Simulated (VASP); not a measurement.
# Mn2ZnAs2 (P1) in VASP: single point with PBE

Aim: the single point of Mn2ZnAs2 with PBE.

Program: VASP 6.6.1. These are calculated values, not measurements. Logs are shortened: lines on timing, memory, paths and dates and some standing lists are left out, and cuts for length are marked.

## Step 1: The cell of the first run

The typed cell holds 5 atoms: a = 4.099 Å, b = 4.099 Å, c = 6.572 Å, α = 90.00°, β = 90.00°, γ = 120.00°.

## Step 2: Single point, PBE, collinear spin, ferromagnetic start

Input file INCAR:

```
SYSTEM = Mn2ZnAs2
  PREC = Accurate
  ENCUT = 520
  EDIFF = 1E-6
  ISMEAR = 1
  SIGMA = 0.1
  LREAL = .FALSE.
  LASPH = .TRUE.
  NELM = 150
  ALGO = Normal
  ISIF = 2
  LWAVE = .FALSE.
  LCHARG = .FALSE.
  ISPIN = 2
  MAGMOM = 0 0 0 4 4
  LORBIT = 11
  LMAXMIX = 4
  GGA = PE
  NBANDS = 36
```

Input file KPOINTS:

```
Automatic mesh
0
G
  6 6 3
  0 0 0
```

Input file POSCAR:

```
Mn2ZnAs2
1.0
    4.0990000000      0.0000000000      0.0000000000
   -2.0495000000      3.5498381301      0.0000000000
    0.0000000000      0.0000000000      6.5720000000
As Zn Mn
2 1 2
Direct
    0.6729000000      0.3527180000      0.2293650000
    0.3330530000      0.6811760000      0.7665980000
    0.0007630000      0.0083550000      0.0044970000
    0.6573230000      0.3162200000      0.6305450000
    0.3314960000      0.6664860000      0.3724570000
```

Potentials or basis: VASP PAW PBE potentials, release 64 (As, Zn, Mn_pv).

The run is started by

```console
$ cat potpaw_PBE.64/As/POTCAR potpaw_PBE.64/Zn/POTCAR potpaw_PBE.64/Mn_pv/POTCAR > POTCAR
$ mpirun -np 1 vasp_std > vasp.out
```

OUTCAR:

```text
SYSTEM = Mn2ZnAs2
   PREC = Accurate
   ENCUT = 520
   EDIFF = 1E-6
   ISMEAR = 1
   LREAL = .FALSE.
   LASPH = .TRUE.
   NELM = 150
   ISIF = 2
   ISPIN = 2
   LORBIT = 11
   GGA = PE

 ion  position               nearest neighbor table
   1  0.673  0.353  0.229-   5 2.51   5 2.52   5 2.61   4 2.64   3 2.76   3 2.81   3 2.81
   2  0.333  0.681  0.767-   4 2.43   4 2.56   5 2.59   4 2.61   3 2.82   3 2.84   3 2.85
   3  0.001  0.008  0.004-   1 2.76   1 2.81   1 2.81   2 2.82   2 2.84   2 2.85
   4  0.657  0.316  0.631-   2 2.43   2 2.56   2 2.61   1 2.64   5 2.86   5 2.93   5 2.94
   5  0.331  0.666  0.372-   1 2.51   1 2.52   2 2.59   1 2.61   4 2.86   4 2.93   4 2.94

  LATTYP: Found a hexagonal cell.
 ALAT       =     4.0990000000
 C/A-ratio  =     1.6033178824

  Lattice vectors:

 A1 = (   4.0990000000,   0.0000000000,   0.0000000000)
 A2 = (  -2.0495000000,   3.5498381301,   0.0000000000)
 A3 = (   0.0000000000,   0.0000000000,   6.5720000000)

Analysis of symmetry for initial positions (statically):
=====================================================================
 Subroutine PRICEL returns:
 Original cell was already a primitive cell.

 Routine SETGRP: Setting up the symmetry group for a
 hexagonal supercell.

 Subroutine GETGRP returns: Found  1 space group operations
 (whereof  1 operations were pure point group operations)
 out of a pool of 24 trial point group operations.

The static configuration has the point symmetry C_1 .

Analysis of symmetry for dynamics (positions and initial velocities):
=====================================================================
 Subroutine PRICEL returns:
 Original cell was already a primitive cell.

 Routine SETGRP: Setting up the symmetry group for a
 hexagonal supercell.

 Subroutine GETGRP returns: Found  1 space group operations
 (whereof  1 operations were pure point group operations)
 out of a pool of 24 trial point group operations.

The dynamic configuration has the point symmetry C_1 .

Analysis of structural, dynamic, and magnetic symmetry:
=====================================================================
 Subroutine PRICEL returns:
 Original cell was already a primitive cell.

 Routine SETGRP: Setting up the symmetry group for a
 hexagonal supercell.

 Subroutine GETGRP returns: Found  1 space group operations
 (whereof  1 operations were pure point group operations)
 out of a pool of 24 trial point group operations.

The overall configuration has the point symmetry C_1 .

 Subroutine INISYM returns: Found  1 space group operations
 (whereof  1 operations are pure point group operations),
 and found     1 'primitive' translations

----------------------------------------------------------------------------------------

                                     Primitive cell

  volume of cell :      95.6278

  direct lattice vectors                    reciprocal lattice vectors
     4.099000000  0.000000000  0.000000000     0.243961942  0.140851493  0.000000000
    -2.049500000  3.549838130  0.000000000     0.000000000  0.281702986  0.000000000
     0.000000000  0.000000000  6.572000000     0.000000000  0.000000000  0.152160682

  length of vectors
     4.099000000  4.099000000  6.572000000     0.281702986  0.281702986  0.152160682

  position of ions in fractional coordinates (direct lattice)
     0.672900000  0.352718000  0.229365000
     0.333053000  0.681176000  0.766598000
     0.000763000  0.008355000  0.004497000
     0.657323000  0.316220000  0.630545000
     0.331496000  0.666486000  0.372457000

  ion indices of the primitive-cell ions
   primitive index   ion index
                 1           1
                 2           2
                 3           3
                 4           4
                 5           5

----------------------------------------------------------------------------------------

 KPOINTS: Automatic mesh

Automatic generation of k-mesh.
 Grid dimensions read from file:
 generate k-points for:    6    6    3

 Generating k-lattice:

  Cartesian coordinates                     Fractional coordinates (reciprocal lattice)
     0.040660324  0.023475249  0.000000000     0.166666667 -0.000000000  0.000000000
     0.000000000  0.046950498  0.000000000     0.000000000  0.166666667  0.000000000
     0.000000000  0.000000000  0.050720227     0.000000000  0.000000000  0.333333333

  Length of vectors
     0.046950498  0.046950498  0.050720227

  Shift w.r.t. Gamma in fractional coordinates (k-lattice)
     0.000000000  0.000000000  0.000000000

 Subroutine IBZKPT returns following result:
 ===========================================

 Found     56 irreducible k-points:

 Following reciprocal coordinates:
            Coordinates               Weight
  0.000000  0.000000  0.000000      1.000000
  0.166667  0.000000  0.000000      2.000000
  0.000000  0.166667  0.000000      2.000000
 -0.166667  0.166667  0.000000      2.000000
  0.333333  0.000000  0.000000      2.000000
  0.000000  0.333333  0.000000      2.000000
[... 16 lines left out ...]
  0.000000  0.166667  0.333333      2.000000
 -0.166667  0.166667  0.333333      2.000000
 [... further k-points ...]
   k-points           NKPTS =     56   k-points in BZ     NKDIM =     56   number of bands    NBANDS=     36
   number of dos      NEDOS =    301   number of ions     NIONS =      5
   total plane-waves  NPLWV =  45000
   dimension x,y,z NGX =    30 NGY =   30 NGZ =   50
   dimension x,y,z NGXF=    60 NGYF=   60 NGZF=  100
   ions per type =               2   1   2
   NGX,Y,Z   is equivalent  to a cutoff of  12.17, 12.17, 12.65 a.u.
   NGXF,Y,Z  is equivalent  to a cutoff of  24.33, 24.33, 25.30 a.u.
 SYSTEM =  Mn2ZnAs2
   PREC   = accura    normal or accurate (medium, high low for compatibility)
   ISTART =      0    job   : 0-new  1-cont  2-samecut
   ICHARG =      2    charge: 1-file 2-atom 10-const
   ISPIN  =      2    spin polarized calculation?
   LNONCOLLINEAR =      F non collinear calculations
   LSORBIT =      F    spin-orbit coupling
   LASPH  =      T    aspherical Exc in radial PAW
   ENCUT  =  520.0 eV  38.22 Ry    6.18 a.u.   7.62  7.62 12.22*2*pi/ulx,y,z
   NELM   =    150;   NELMIN=  2; NELMDL= -5     # of ELM steps
   EDIFF  = 0.1E-05   stopping-criterion for ELM
   LREAL  =      F    real-space projection
   EDIFFG = 0.1E-04   stopping-criterion for IOM
   NSW    =      0    number of steps for IOM
   IBRION =     -1    ionic relax: 0-MD 1-quasi-New 2-CG
   NFREE  =      0    steps in history (QN), initial steepest desc. (CG)
   ISIF   =      2    stress and relaxation
   ISYM   =      2    0-nonsym 1-usesym 2-fastsym
   POTIM  = 0.5000    time-step for ionic-motion
   TEBEG  =    0.0;   TEEND  =   0.0 temperature during run
   PSTRESS=    0.0 pullay stress
   NELECT =      48.0000    total number of electrons
   NUPDOWN=      -1.0000    fix difference up-down
   EMIN   =  10.00;   EMAX   =-10.00  energy-range for DOS
   EFERMI =   0.00;   METHOD = LEGACY
   ISMEAR =     1;   SIGMA  =   0.10  broadening in eV -4-tet -1-fermi 0-gaus
   EFERMI_NEDOS =   21; number of points for ismear=-14 and -15
   IALGO  =     38    algorithm
   IMIX   =      4    mixing-type and parameters
     AMIX     =   0.40;   BMIX     =  1.00
     AMIX_MAG =   1.60;   BMIX_MAG =  1.00
  volume/ion in A,a.u.               =      19.13       129.07
  Fermi-wavevector in a.u.,A,eV,Ry     =   1.301050  2.458628 23.030996  1.692730
  Thomas-Fermi vector in A             =   2.432209
   LORBIT       =     11    0 simple, 1 ext, 2 COOP (PROOUT), +10 PAW based schemes
   GGA     = PE    functional components
   LHFCALC =     F    Hartree Fock is set to
   AEXX    =    0.0000 exact exchange contribution
   IVDW    =     0    specifies the selected vdW correction
   LEPSILON=     F    determine dielectric tensor
   LRPA    =     F    only Hartree local field effects (RPA)
 spin polarized calculation
 Methfessel and Paxton  Order N= 1 SIGMA  =   0.10
  energy-cutoff  :      520.00
  volume of cell :       95.63
 maximum number of plane-waves:      2595
   NGX = 15   NGY = 15   NGZ = 25

 number of electron      48.0000001 magnetization       6.9333223

 Free energy of the ion-electron system (eV)
  ---------------------------------------------------
  ext. energy  EPLUGINS =         0.00000000
  ---------------------------------------------------
  free energy    TOTEN  =       -27.74089169 eV

  energy without entropy =      -27.74025421  energy(sigma->0) =      -27.74067920

 E-fermi :   4.8974     XC(G=0): -10.4829

 val. band max:        4.8873872302   @ k =   0.5000  -0.1667  -0.3333
 cond. band min:       4.8997389137   @ k =  -0.1667  -0.0000   0.3333
 fundamental gap:      0.0123516835
 Fermi energy:         4.8973625388

 spin component 1

 k-point     1 :       0.0000    0.0000    0.0000
  band No.  band energies     occupation
      1     -44.9471      1.00000
      2     -44.9219      1.00000
      3     -44.8521      1.00000
      4     -44.8013      1.00000
      5     -44.7231      1.00000
      6     -44.6851      1.00000
[... 28 lines left out ...]
     35      11.0440      0.00000
     36      11.1299      0.00000

 k-point     2 :       0.1667    0.0000    0.0000
  band No.  band energies     occupation
      1     -44.9463      1.00000
      2     -44.9247      1.00000
      3     -44.8508      1.00000
      4     -44.8029      1.00000
      5     -44.7215      1.00000
      6     -44.6856      1.00000
[... 28 lines left out ...]
     35      10.9704      0.00000
     36      11.2362      0.00000
[... 817 lines left out ...]
     35      10.4447      0.00000
     36      11.8639      0.00000

 k-point    24 :      -0.1667    0.1667    0.3333
  band No.  band energies     occupation
      1     -44.9465      1.00000
      2     -44.9244      1.00000
      3     -44.8513      1.00000
      4     -44.8022      1.00000
      5     -44.7217      1.00000
      6     -44.6856      1.00000
[... 28 lines left out ...]
     35      10.7412      0.00000
     36      11.8965      0.00000

 [... further k-points ...]

 spin component 2

 k-point     1 :       0.0000    0.0000    0.0000
  band No.  band energies     occupation
      1     -41.3388      1.00000
      2     -41.3129      1.00000
      3     -41.2775      1.00000
      4     -41.2638      1.00000
      5     -41.2263      1.00000
      6     -41.2106      1.00000
[... 28 lines left out ...]
     35      11.6456      0.00000
     36      11.6784      0.00000

 k-point     2 :       0.1667    0.0000    0.0000
  band No.  band energies     occupation
      1     -41.3382      1.00000
      2     -41.3172      1.00000
      3     -41.2744      1.00000
      4     -41.2637      1.00000
      5     -41.2295      1.00000
      6     -41.2084      1.00000
[... 28 lines left out ...]
     35      11.6061      0.00000
     36      11.7465      0.00000
[... 817 lines left out ...]
     35      11.3179      0.00000
     36      12.3428      0.00000

 k-point    24 :      -0.1667    0.1667    0.3333
  band No.  band energies     occupation
      1     -41.3382      1.00000
      2     -41.3170      1.00000
      3     -41.2749      1.00000
      4     -41.2644      1.00000
      5     -41.2272      1.00000
      6     -41.2097      1.00000
[... 28 lines left out ...]
     35      11.4320      0.00000
     36      12.3885      0.00000

 [... further k-points ...]

------------------------ aborting loop because EDIFF is reached ----------------------------------------

  FORCE on cell =-STRESS in cart. coord.  units (eV):
  Direction    XX          YY          ZZ          XY          YZ          ZX
  --------------------------------------------------------------------------------------
  -------------------------------------------------------------------------------------
  Total       -2.3004462     -1.7349795     -3.7692742      0.0768860     -0.0595802      0.0597155
  in kB      -38.5423904    -29.0683848    -63.1515908      1.2881717     -0.9982247      1.0004917
  external PRESSURE =     -43.5874553 kB  Pullay stress =       0.0000000 kB

 VOLUME and BASIS-vectors are now :
 -----------------------------------------------------------------------------
  energy-cutoff  :      520.00
  volume of cell :       95.63
      direct lattice vectors                 reciprocal lattice vectors
     4.099000000  0.000000000  0.000000000     0.243961942  0.140851493  0.000000000
    -2.049500000  3.549838130  0.000000000     0.000000000  0.281702986  0.000000000
     0.000000000  0.000000000  6.572000000     0.000000000  0.000000000  0.152160682

 POSITION                                       TOTAL-FORCE (eV/Angst)
 -----------------------------------------------------------------------------------
      2.03532      1.25209      1.50739         0.043545     -0.326554      0.718171
     -0.03089      2.41806      5.03808         0.068832     -0.487825     -0.547176
     -0.01400      0.02966      0.02955        -0.008551      0.043233     -0.031250
      2.04627      1.12253      4.14394        -0.039926      0.436099     -0.426921
     -0.00716      2.36592      2.44779        -0.063900      0.335046      0.287177
 -----------------------------------------------------------------------------------
    total drift:                                0.000554      0.000054      0.000789

  FREE ENERGIE OF THE ION-ELECTRON SYSTEM (eV)
  ---------------------------------------------------
  free  energy   TOTEN  =       -27.7408916916 eV

  energy  without entropy=      -27.7402542110  energy(sigma->0) =      -27.74067920

 total charge

# of ion       s       p       d       tot
------------------------------------------
    1        1.233   1.497   0.042   2.772
    2        1.234   1.501   0.044   2.779
    3        0.548   0.286   9.761  10.595
    4        0.281   6.197   5.041  11.519
    5        0.278   6.196   5.037  11.512
--------------------------------------------------
tot          3.574  15.677  19.925  39.176

 magnetization (x)

# of ion       s       p       d       tot
------------------------------------------
    1        0.011  -0.118   0.010  -0.097
    2        0.010  -0.123   0.010  -0.102
    3        0.040  -0.000   0.000   0.040
    4        0.037   0.024   3.300   3.361
    5        0.037   0.024   3.319   3.379
--------------------------------------------------
tot          0.135  -0.193   6.639   6.581
```

Wall time 10 min (1 thread of Intel Xeon 8259CL, shared host); peak memory 0.44 GiB.

What came out:

```yaml
Free_energy: -27.7409 eV
Pressure: -4.4 GPa
Largest_force: 0.790 eV/Å
Net_moment: 6.93 μB per cell
Site_moments: As -0.10; Zn +0.04; Mn +3.36, +3.38 μB
Valence_electrons_inside_the_program's_atomic_spheres: As 2.77, 2.78; Zn 10.60; Mn 11.52, 11.51
```

Forces on the atoms (eV/Å):
```
As   0.044 -0.327  0.718
As   0.069 -0.488 -0.547
Zn  -0.009  0.043 -0.031
Mn  -0.040  0.436 -0.427
Mn  -0.064  0.335  0.287
```

Caveat: the cell stands under tension; the run started ferromagnetic, and an antiferromagnetic order may lie lower in energy.
